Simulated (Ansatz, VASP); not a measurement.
## N in VASP and in Ansatz

```xyz
2
Lattice="12.0000 0.0000 0.0000 0.0000 12.2000 0.0000 0.0000 0.0000 12.4000" Properties=species:S:1:pos:R:3 pbc="T T T"
N     6.0000    6.1000    5.6534
N     6.0000    6.1000    6.7466
```

Alike in both runs: functional LDA; k mesh 1 × 1 × 1; occupations gaussian, width 0.01 eV; no spin polarisation.

Ansatz relaxed the structure, and its values are those at the end. VASP's run is a single point on that final structure, the one shown.

|  | VASP | Ansatz |
| --- | --- | --- |
| version | VASP 6.6.1 | Ansatz 0.2.0 |
| potentials or method | VASP PAW LDA potentials, release 64 (N), cutoff 520 eV | scalar-relativistic, plane waves, PAW |
| valence electrons in the cell | 10 | 10 |

Ansatz gave:

* gap on the k mesh at the Fermi level (eV): 8.25
* rms of the force components (eV/Å): 0.002

Task: What did VASP give for the same quantities?

Result: gap on the k mesh at the Fermi level (eV): 8.21; rms of the force components (eV/Å): 0.889.

LDA's correlation is that of Perdew and Zunger in VASP and of Perdew and Wang (1992) in Ansatz. One of these differences is far larger than is usual between the two programs; its cause wasn't traced. Ansatz's warnings: stress scf threshold loose.

Noted on VASP's run: the standard files for N, O and F lose accuracy on very short bonds.
